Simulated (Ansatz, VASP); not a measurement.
This is a calculation of Sn for Ansatz 0.2.0.

The input input.yaml:

```yaml
crystal:
  lattice:
    - [-2.9401404553, 2.9401404553, 1.5993019889]
    - [2.9401404553, -2.9401404553, 1.5993019889]
    - [2.9401404553, 2.9401404553, -1.5993019889]
  atoms:
    - { symbol: Sn, position: [0.0, 0.0, 0.0] }
    - { symbol: Sn, position: [0.75, 0.25, 0.5] }
kpoints:
  mp_grid: { grid: [9, 9, 9] }
scf:
  occupations: { method: gaussian, width: 0.018 }
hamiltonian:
  xc: pbe
  pseudopotentials: { kind: all_electron, lapw: { basis_error: 0.001 } }
output:
  forces: true
  stress: true
  eigenvalues: true
```

Potentials or basis: all-electron LAPW, scalar-relativistic.

The run is started by

```bash
$ ansatz run input.yaml --threads 1 --pin off --max-ram 3072MiB --backend cpu --events-out ev --progress --plain --runs-dir out
```

**Question.** Translate it to VASP 6.6.1. Potentials there: VASP PAW PBE potentials, release 64 (Sn_d).

**Answer.** As run (the cutoff follows the program's own potentials):

File INCAR:

```
PREC = Accurate
ENCUT = 520
EDIFF = 1E-6
ISMEAR = 0
SIGMA = 0.018000000000000002
LREAL = F
LASPH = T
NELM = 100
ALGO = Normal
ISIF = 2
LWAVE = F
LCHARG = T
GGA = PE
LELF = T
LVHAR = T
NBANDS = 21
```

The input KPOINTS:

```
regular mesh
0
Gamma
  9 9 9
```

POSCAR

```
Sn
1.0
   -2.9401404553      2.9401404553      1.5993019889
    2.9401404553     -2.9401404553      1.5993019889
    2.9401404553      2.9401404553     -1.5993019889
Sn
2
Direct
    0.0000000000      0.0000000000      0.0000000000
    0.7500000000      0.2500000000      0.5000000000
```

Potentials or basis: VASP PAW PBE potentials, release 64 (Sn_d).

The run is started by

```console
$ cat potpaw_PBE.64/Sn_d/POTCAR > POTCAR
$ mpirun -np 1 vasp_std > vasp.out
```

Both were run:

|  | VASP | Ansatz | Ansatz less VASP |
| --- | --- | --- | --- |
| gap on the k mesh at the Fermi level (eV) | none | none | - |
| pressure (GPa) | 1.4 | 1.4 | +0.05 |
| traceless stress, the component that is largest in VASP (GPa) | -0.23 | -0.24 | -0.008 |

A gap of «none» marks a metal or a gap that the smearing closes. Ansatz ran all-electron here, and VASP with PAW potentials.
